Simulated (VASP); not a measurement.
# GaP (F-43m) in VASP: notebook, part 2 of 2

VASP 6.6.1.

### Step 3. Single point, r2SCAN (volume scaled by 0.97)

POSCAR

```
GaP
1.0
    0.0000000000      2.6977203400      2.6977203400
    2.6977203400      0.0000000000      2.6977203400
    2.6977203400      2.6977203400      0.0000000000
Ga P
1 1
Direct
    0.0000000000      0.0000000000      0.0000000000
    0.2500000000      0.2500000000      0.2500000000
```

INCAR.step1

```
  PREC = Accurate
  ENCUT = 520
  ISMEAR = 0
  SIGMA = 0.02
  LREAL = False
  LASPH = True
  NELM = 100
  NBANDS = 16
  GGA = PE
  ALGO = Normal
  EDIFF = 1E-4
  LWAVE = True
  LCHARG = False
```

INCAR.step2

```
  PREC = Accurate
  ENCUT = 520
  EDIFF = 1E-6
  ISMEAR = 0
  SIGMA = 0.02
  LREAL = False
  LASPH = True
  NELM = 100
  ALGO = Normal
  ISIF = 2
  LWAVE = False
  LCHARG = True
  METAGGA = R2SCAN
  LMIXTAU = True
  LELF = True
  LVHAR = True
  NBANDS = 16
  ISTART = 1
```

KPOINTS

```
Automatic mesh
0
Gamma
  8 8 8
```

Potentials or basis: VASP PAW PBE potentials, release 64 (Ga_d, P).

The run is started by

```console
cat potpaw_PBE.64/Ga_d/POTCAR potpaw_PBE.64/P/POTCAR > POTCAR
cp INCAR.step1 INCAR
mpirun -np 1 vasp_std > vasp.out
cp INCAR.step2 INCAR
mpirun -np 1 vasp_std > vasp.out
```

OUTCAR:

```text
PREC = Accurate
   ENCUT = 520
   EDIFF = 1E-6
   ISMEAR = 0
   LREAL = False
   LASPH = True
   NELM = 100
   ISIF = 2
   METAGGA = R2SCAN
   ISTART = 1

 ion  position               nearest neighbor table
   1  0.000  0.000  0.000-   2 2.34   2 2.34   2 2.34   2 2.34
   2  0.250  0.250  0.250-   1 2.34   1 2.34   1 2.34   1 2.34

  LATTYP: Found a face centered cubic cell.
 ALAT       =     5.3954406800

  Lattice vectors:

 A1 = (   0.0000000000,   2.6977203400,   2.6977203400)
 A2 = (   2.6977203400,   0.0000000000,   2.6977203400)
 A3 = (   2.6977203400,   2.6977203400,   0.0000000000)

Analysis of symmetry for initial positions (statically):
=====================================================================
 Subroutine PRICEL returns:
 Original cell was already a primitive cell.

 Routine SETGRP: Setting up the symmetry group for a
 face centered cubic supercell.

 Subroutine GETGRP returns: Found 24 space group operations
 (whereof 24 operations were pure point group operations)
 out of a pool of 48 trial point group operations.

The static configuration has the point symmetry T_d .

Analysis of symmetry for dynamics (positions and initial velocities):
=====================================================================
 Subroutine PRICEL returns:
 Original cell was already a primitive cell.

 Routine SETGRP: Setting up the symmetry group for a
 face centered cubic supercell.

 Subroutine GETGRP returns: Found 24 space group operations
 (whereof 24 operations were pure point group operations)
 out of a pool of 48 trial point group operations.

The dynamic configuration has the point symmetry T_d .

 Subroutine INISYM returns: Found 24 space group operations
 (whereof 24 operations are pure point group operations),
 and found     1 'primitive' translations

[... 105 lines left out ...]
   NELECT =      18.0000    total number of electrons
   NUPDOWN=      -1.0000    fix difference up-down
   EMIN   =  10.00;   EMAX   =-10.00  energy-range for DOS
   EFERMI =   0.00;   METHOD = LEGACY
   ISMEAR =     0;   SIGMA  =   0.02  broadening in eV -4-tet -1-fermi 0-gaus
   EFERMI_NEDOS =   21; number of points for ismear=-14 and -15
   IALGO  =     38    algorithm
   IMIX   =      4    mixing-type and parameters
     AMIX     =   0.40;   BMIX     =  1.00
     AMIX_MAG =   1.60;   BMIX_MAG =  1.00
  volume/ion in A,a.u.               =      19.63       132.49
  Fermi-wavevector in a.u.,A,eV,Ry     =   1.262289  2.385380 21.679157  1.593373
  Thomas-Fermi vector in A             =   2.395705
   LORBIT       =      0    0 simple, 1 ext, 2 COOP (PROOUT), +10 PAW based schemes
   METAGGA = R2SCAN    functional components
   LHFCALC =     F    Hartree Fock is set to
   AEXX    =    0.0000 exact exchange contribution
   IVDW    =     0    specifies the selected vdW correction
   LEPSILON=     F    determine dielectric tensor
   LRPA    =     F    only Hartree local field effects (RPA)
 non-spin polarized calculation
 Gauss-broadening in eV      SIGMA  =   0.02
  energy-cutoff  :      520.00
  volume of cell :       39.27
 maximum number of plane-waves:      1067
   NGX = 15   NGY = 15   NGZ = 15

 number of electron      18.0000000 magnetization

 Free energy of the ion-electron system (eV)
  ---------------------------------------------------
  ext. energy  EPLUGINS =         0.00000000
  ---------------------------------------------------
  free energy    TOTEN  =       -21.45233694 eV

  energy without entropy =      -21.45233694  energy(sigma->0) =      -21.45233694

 E-fermi :   4.9443     XC(G=0): -10.6986

 val. band max:        4.7808763764   @ k =   0.0000   0.0000   0.0000
 cond. band min:       6.6295212436   @ k =   0.5000   0.5000   0.0000
 fundamental gap:      1.8486448672
 Fermi energy:         4.9442548162

 k-point     1 :       0.0000    0.0000    0.0000
  band No.  band energies     occupation
      1     -10.2630      2.00000
      2     -10.2630      2.00000
      3     -10.2629      2.00000
      4     -10.1385      2.00000
      5     -10.1385      2.00000
      6      -8.4822      2.00000
[... 433 lines left out ...]
      3     -10.2116      2.00000
      4     -10.1449      2.00000
      5     -10.1301      2.00000
      6      -5.7730      2.00000
[... 8 lines left out ...]
     15      17.5625      0.00000
     16      18.2232      0.00000

 [... further k-points ...]
[... 5 lines left out ...]
  --------------------------------------------------------------------------------------
  -------------------------------------------------------------------------------------
  Total        0.7029793      0.7029793      0.7029793      0.0000000      0.0000000      0.0000000
  in kB       28.6835120     28.6835120     28.6835120      0.0000000      0.0000000      0.0000000
  external PRESSURE =      28.6835120 kB  Pullay stress =       0.0000000 kB

 VOLUME and BASIS-vectors are now :
 -----------------------------------------------------------------------------
  energy-cutoff  :      520.00
  volume of cell :       39.27
      direct lattice vectors                 reciprocal lattice vectors
     0.000000000  2.697720340  2.697720340    -0.185341673  0.185341673  0.185341673
     2.697720340  0.000000000  2.697720340     0.185341673 -0.185341673  0.185341673
     2.697720340  2.697720340  0.000000000     0.185341673  0.185341673 -0.185341673

 POSITION                                       TOTAL-FORCE (eV/Angst)
 -----------------------------------------------------------------------------------
      0.00000      0.00000      0.00000         0.000000      0.000000      0.000000
      1.34886      1.34886      1.34886        -0.000000     -0.000000     -0.000000
 -----------------------------------------------------------------------------------
    total drift:                                0.000002      0.000002      0.000002

  FREE ENERGIE OF THE ION-ELECTRON SYSTEM (eV)
  ---------------------------------------------------
  free  energy   TOTEN  =       -21.4523369396 eV

  energy  without entropy=      -21.4523369396  energy(sigma->0) =      -21.45233694
```

OSZICAR.step1:

```text
N       E                     dE             d eps       ncg     rms          rms(c)
DAV:   1     0.849210729485E+02    0.84921E+02   -0.89920E+03   944   0.162E+03
DAV:   2    -0.259827727567E+01   -0.87519E+02   -0.83380E+02  1040   0.327E+02
DAV:   3    -0.925589606171E+01   -0.66576E+01   -0.66340E+01  1184   0.676E+01
DAV:   4    -0.936330526890E+01   -0.10741E+00   -0.10738E+00  1136   0.941E+00
DAV:   5    -0.936544804071E+01   -0.21428E-02   -0.21427E-02  1216   0.117E+00    0.440E+00
DAV:   6    -0.911574354701E+01    0.24970E+00   -0.37911E-01  1416   0.109E+01    0.293E+00
DAV:   7    -0.908600876649E+01    0.29735E-01   -0.10157E-01  1248   0.219E+00    0.115E+00
DAV:   8    -0.908625846430E+01   -0.24970E-03   -0.13759E-02  1112   0.143E+00    0.224E-01
DAV:   9    -0.908665149356E+01   -0.39303E-03   -0.13317E-03  1176   0.491E-01    0.770E-02
DAV:  10    -0.908671407001E+01   -0.62576E-04   -0.87596E-05   984   0.126E-01
   1 F= -.90867141E+01 E0= -.90867141E+01  d E =-.253815E-14
```

Wall time 41 s (1 thread of Intel Xeon 6975P-C (Granite Rapids), shared host); peak memory 0.17 GiB.

What came out:

```
Free energy            : -21.4523 eV
Pressure               : 2.9 GPa
Band gap on the k mesh : 1.85 eV, indirect (least direct gap 2.61 eV)
```

Levels at points of the mesh, in eV from the valence-band top:
```
           k point  band 6  band 7  band 8  band 9  band 10  band 11  band 12  band 13
(0.00, 0.00, 0.00)  -13.26    0.00    0.00    0.00     2.61     4.18     4.18     4.18
(0.50, 0.00, 0.00)  -10.99   -7.03   -1.22   -1.22     2.14     5.05     5.05     8.90
(0.50, 0.50, 0.00)  -10.02   -7.11   -2.91   -2.91     1.85     2.07    11.59    11.59
```

Caveat: the PAW data sets were made with another functional, which shifts forces and pressure a little. A k mesh can miss the band edges.

### Step 4. Single point, r2SCAN (volume scaled by 1.03)

POSCAR

```
GaP
1.0
    0.0000000000      2.7522344282      2.7522344282
    2.7522344282      0.0000000000      2.7522344282
    2.7522344282      2.7522344282      0.0000000000
Ga P
1 1
Direct
    0.0000000000      0.0000000000      0.0000000000
    0.2500000000      0.2500000000      0.2500000000
```

INCAR.step1

```
SYSTEM = GaP
PREC = Accurate
ENCUT = 520
ISMEAR = 0
SIGMA = 0.02
LREAL = .FALSE.
LASPH = .TRUE.
NELM = 100
NBANDS = 16
GGA = PE
ALGO = Normal
EDIFF = 1E-4
LWAVE = .TRUE.
LCHARG = .FALSE.
```

INCAR.step2

```
SYSTEM = GaP
PREC = Accurate
ENCUT = 520
EDIFF = 1E-6
ISMEAR = 0
SIGMA = 0.02
LREAL = .FALSE.
LASPH = .TRUE.
NELM = 100
ALGO = Normal
ISIF = 2
LWAVE = .FALSE.
LCHARG = .FALSE.
METAGGA = R2SCAN
LMIXTAU = .TRUE.
NBANDS = 16
ISTART = 1
```

KPOINTS

```
regular mesh
0
G
  8 8 8
  0 0 0
```

The run is started by

```console
cat potpaw_PBE.64/Ga_d/POTCAR potpaw_PBE.64/P/POTCAR > POTCAR
cp INCAR.step1 INCAR
mpirun -np 1 vasp_std > vasp.out
cp INCAR.step2 INCAR
mpirun -np 1 vasp_std > vasp.out
```

It took 48 s on 1 thread of Intel Xeon 6975P-C (Granite Rapids), shared host; peak memory 0.18 GiB.

It converged, with:

- Free energy: -21.4534 eV
- Pressure: -2.5 GPa
- Band gap on the k mesh: 1.94 eV, indirect (least direct gap 2.08 eV)

Levels at points of the mesh, in eV from the valence-band top:
```
           k point  band 5  band 6  band 7  band 8  band 9  band 10  band 11  band 12  band 13  band 14
(0.00, 0.00, 0.00)  -14.84  -12.80    0.00    0.00    0.00     2.08     4.20     4.20     4.20     9.32
(0.50, 0.00, 0.00)  -14.83  -10.73   -6.67   -1.12   -1.12     1.94     5.06     5.06     8.76    11.42
(0.50, 0.50, 0.00)  -14.82   -9.84   -6.81   -2.69   -2.69     1.97     2.12    11.12    11.12    11.72
```

Caveat: the PAW data sets were made with another functional, which shifts forces and pressure a little.

### Step 5. The runs side by side

| cell | gap on the mesh (eV) | pressure (GPa) |
| --- | --- | --- |
| a = 3.775 Å, angles 60.0°, 2 atoms | 1.78 | 6.2 |
| a = 3.815 Å, angles 60.0°, 2 atoms | 1.85 | 2.9 |
| a = 3.892 Å, angles 60.0°, 2 atoms | 1.94 | -2.5 |

Alike in all rows: task single point; level r2SCAN; potentials or basis VASP PAW PBE potentials, release 64 (Ga_d, P); no spin polarisation; k mesh 8 × 8 × 8; cutoff (eV) 520; smearing gaussian 0.02 eV.

Caveats: the PAW data sets were made with another functional, which shifts forces and pressure a little.

Total energies depend on the potentials used, so only differences within one code and one set of settings carry meaning.
